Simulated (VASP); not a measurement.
A run of VASP 6.6.1:

The input INCAR:

```
ALGO = Normal ; EDIFF = 1E-6
ENCUT = 520 ; GGA = PE
ISIF = 2 ; ISMEAR = -1
LASPH = True ; LCHARG = False
LREAL = False ; LWAVE = False
NBANDS = 12 ; NELM = 60
PREC = Accurate ; SIGMA = 0.06122561905347299
```

File KPOINTS:

```
k-points
0
Gamma
  20 20 20
```

File POSCAR:

```
Tl
1.0
   -1.9481780484      1.9481780484      1.9481780484
    1.9481780484     -1.9481780484      1.9481780484
    1.9481780484      1.9481780484     -1.9481780484
Tl
1
Direct
    0.0000000000      0.0000000000      0.0000000000
```

Potentials or basis: VASP PAW PBE potentials, release 64 (Tl_d).

Launch:

```sh
$ cat potpaw_PBE.64/Tl_d/POTCAR > POTCAR
$ mpirun -np 1 vasp_std > vasp.out
```

Hardware: 1 thread of AMD EPYC 7R13 Processor (Zen 3) (shared host).

**Question.** Estimate the wall time of this run.

**Answer.** It took 61 s on 1 thread of AMD EPYC 7R13 Processor (Zen 3) (shared host), peak memory 0.19 GiB. Counts: scf iterations 11, k points 256.
